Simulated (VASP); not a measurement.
A run of VASP 6.6.1 is set up as follows.

Contents of POSCAR:

```
C
1.0
    1.2285361029      0.7092956497      3.6209957070
   -1.2285361029      0.7092956497      3.6209957070
    0.0000000000     -1.4185912994      3.6209957070
C
2
Direct
    0.8333463671      0.8333463671      0.8333463671
    0.1666536329      0.1666536329      0.1666536329
```

The input INCAR.step1:

```
PREC = Accurate
ENCUT = 520
ISMEAR = 0
SIGMA = 0.02
LREAL = F
LASPH = T
NELM = 80
NBANDS = 11
GGA = PE
ALGO = Normal
EDIFF = 1E-4
LWAVE = T
LCHARG = F
```

INCAR.step2

```
PREC = Accurate
ENCUT = 520
EDIFF = 1E-6
ISMEAR = 0
SIGMA = 0.02
LREAL = F
LASPH = T
NELM = 80
ALGO = Normal
ISIF = 2
LWAVE = F
LCHARG = F
METAGGA = R2SCAN
LMIXTAU = T
NBANDS = 11
ISTART = 1
```

The input KPOINTS:

```
regular mesh
0
Gamma
  18 18 18
```

Potentials or basis: VASP PAW PBE potentials, release 64 (C).

The run is started by

```sh
$ cat potpaw_PBE.64/C/POTCAR > POTCAR
$ cp INCAR.step1 INCAR
$ mpirun -np 1 vasp_std > vasp.out
$ cp INCAR.step2 INCAR
$ mpirun -np 1 vasp_std > vasp.out
```

Predict the band gap on the k mesh.

0.44 eV, direct.

What does it give for the pressure?

0.1 GPa.

Stress tensor (GPa, compression positive):
```
 0.49  0.00  0.00
 0.00  0.49  0.00
 0.00  0.00 -0.59
```

Caveat: the PAW data sets were made with another functional, which shifts forces and pressure a little. A k mesh can miss the band edges.
